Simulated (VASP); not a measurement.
A run of VASP 6.6.1:

The input INCAR:

```
PREC = Accurate
ENCUT = 500
EDIFF = 1E-6
ISMEAR = 0
SIGMA = 0.02
LREAL = F
LASPH = T
NELM = 120
ALGO = Normal
ISIF = 2
LWAVE = F
LCHARG = F
GGA = PE
NBANDS = 16
GGA_COMPAT = F
```

KPOINTS

```
regular mesh
0
Gamma
  8 8 8
```

POSCAR

```
GaP
1.0
    0.0000000000      2.7533028936      2.7533028936
    2.7533028936      0.0000000000      2.7533028936
    2.7533028936      2.7533028936      0.0000000000
Ga P
1 1
Direct
    0.0000000000      0.0000000000      0.0000000000
    0.2500000000      0.2500000000      0.2500000000
```

Potentials or basis: VASP PAW PBE potentials, release 64 (Ga_d, P).

The run is started by

```console
$ cat potpaw_PBE.64/Ga_d/POTCAR potpaw_PBE.64/P/POTCAR > POTCAR
$ mpirun -np 1 vasp_std > vasp.out
```

Hardware: 1 thread of Intel Xeon 8259CL (shared host).

Problem. How long does it take, and how much memory?

Solution. Run time: 31 s on 1 thread of Intel Xeon 8259CL (shared host), peak memory 0.16 GiB. Counts: scf iterations 12, k points 29.
